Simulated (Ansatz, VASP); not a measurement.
## One calculation of HfN, two programs

INCAR

```
SYSTEM = HfN
  PREC = Accurate
  ENCUT = 520
  EDIFF = 1E-7
  ISMEAR = 0
  SIGMA = 0.15
  LREAL = .FALSE.
  LASPH = .TRUE.
  NELM = 100
  ALGO = Normal
  ISIF = 2
  LWAVE = .FALSE.
  LCHARG = .TRUE.
  GGA = PS
  LELF = .TRUE.
  LVHAR = .TRUE.
  NBANDS = 14
```

The input KPOINTS:

```
regular mesh
0
G
  16 16 16
  0 0 0
```

File POSCAR:

```
HfN
1.0
    0.0000000000      2.3934514500      2.5161925500
    2.3934514500      0.0000000000      2.5161925500
    2.3934514500      2.3934514500      0.0000000000
Hf N
1 1
Direct
    0.0000000000      0.0000000000      0.0000000000
    0.7500000000      0.7500000000      0.7500000000
```

Input for Ansatz:

```yaml
crystal:
  lattice:
    - [0.0, 2.39345145, 2.51619255]
    - [2.39345145, 0.0, 2.51619255]
    - [2.39345145, 2.39345145, 0.0]
  atoms:
    - { symbol: Hf, position: [0.0, 0.0, 0.0] }
    - { symbol: "N", position: [0.75, 0.75, 0.75] }
basis:
  ecutwfc: 420
kpoints:
  mp_grid: { grid: [16, 16, 16] }
hamiltonian:
  xc: pbesol
scf:
  occupations: { method: gaussian, width: 0.15 }
output:
  forces: true
  stress: true
  eigenvalues: true
```

Change from the starting cell: strain -0.025 along x and y, +0.025 along z, atoms carried along.

Alike in both runs: task single point; functional PBEsol; k mesh 16 × 16 × 16; occupations gaussian, width 0.15 eV; no spin polarisation.

|  | VASP | Ansatz |
| --- | --- | --- |
| version | VASP 6.6.1 | Ansatz 0.2.0 |
| potentials or method | VASP PAW PBE potentials, release 64 (Hf_pv, N), cutoff 520 eV | scalar-relativistic, plane waves, PAW |
| valence electrons in the cell | 15 | 31 |

Ansatz gave:

* gap on the k mesh at the Fermi level (eV): none
* pressure (GPa): -0.2
* traceless stress, the component that is largest in VASP (GPa): -5.45

Estimate VASP's values.

gap on the k mesh at the Fermi level (eV): none; pressure (GPa): -1.0; traceless stress, the component that is largest in VASP (GPa): -5.45.

VASP's potentials were made for PBE, not for PBEsol. A gap of «none» marks a metal or a gap that the smearing closes. The functional is the same, so the differences come from potentials, cutoffs and numerics. VASP's potentials hold 15 valence electrons a cell and Ansatz's 31, so a difference there can come from the potentials and not from the codes.

Neither program's run includes spin-orbit coupling.
